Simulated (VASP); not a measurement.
## TiO2: single point with PBEsol

**What was measured.**

From “Shallow Valence Band of Rutile GeO2 and P-type Doping”, 2020, arxiv:2011.08928, for a bulk crystal of TiO2 at 1.6 K: band gap 3.03 eV (direct).

The system is TiO2.

```
Ti O
1.0
     4.59087    0.00000    0.00000
     0.00000    4.59087    0.00000
     0.00000    0.00000    2.93923
Ti O
2 4
Direct
  0.00000 0.00000 0.00000
  0.50000 0.50000 0.50000
  0.30441 0.30441 0.00000
  0.19559 0.80441 0.50000
  0.69559 0.69559 0.00000
  0.80441 0.19559 0.50000
```

| Item | Value |
| --- | --- |
| Program | VASP 6.6.1 |
| Task | single point |
| Functional | PBEsol |
| Potentials or basis | VASP PAW PBE potentials, release 64 (Ti_sv, O) |
| Cutoff | 520 eV |
| k mesh | 6 × 6 × 10 |
| Occupations | gaussian, width 0.02 eV |
| Spin | no spin polarisation |
| Dipole correction | no |
| Further INCAR settings | ALGO = Normal; EDIFF = 1e-06; NBANDS = 33 |

The pressure is 0.6 GPa and the largest force is 0.021 eV/Å. The band gap on the k mesh is 1.84 eV.

Forces on the atoms (eV/Å):
```
Ti   0.000  0.000  0.000
Ti   0.000  0.000  0.000
O   -0.015 -0.015  0.000
O    0.015 -0.015  0.000
O    0.015  0.015  0.000
O   -0.015  0.015  0.000
```

Stress tensor (GPa, compression positive):
```
0.56 0.00 0.00
0.00 0.56 0.00
0.00 0.00 0.82
```

Levels at points of the mesh, in eV from the valence-band top:
```
           k point  band 22  band 23  band 24  band 25  band 26  band 27
(0.00, 0.00, 0.00)    -0.46    -0.46     0.00     1.84     2.12     2.42
(0.50, 0.00, 0.00)    -1.64    -0.76    -0.76     2.52     2.52     3.05
(0.50, 0.50, 0.00)    -1.29    -1.09    -1.09     1.88     1.88     2.54
(0.00, 0.00, 0.50)    -2.43    -1.45    -1.45     2.99     2.99     3.23
(0.50, 0.00, 0.50)    -2.08    -1.06    -1.06     1.88     1.88     3.26
(0.50, 0.50, 0.50)    -1.31    -0.68    -0.68     2.60     2.60     3.22
```

It took 61 s on 1 thread of Intel(R) Xeon(R) Platinum 8488C (Sapphire Rapids), on a shared host, peak memory 0.23 GiB.

Against the measured gap of TiO2, 3.03 eV (direct; 1.6 K; quoted in “Shallow Valence Band of Rutile GeO2 and P-type Doping”, 2020, arxiv:2011.08928), the calculated 1.84 eV is off by -1.19 eV. 2 values of this kind are on record in papers (3.03 to 3.05 eV); this one was drawn at random among those near their median. The value is that of PBEsol on a finite k mesh, which can miss the band edges, without temperature or zero-point motion. Semilocal functionals fall short of measured gaps as a rule.

Caveat: the PAW data sets were made with another functional, which shifts forces and pressure a little.
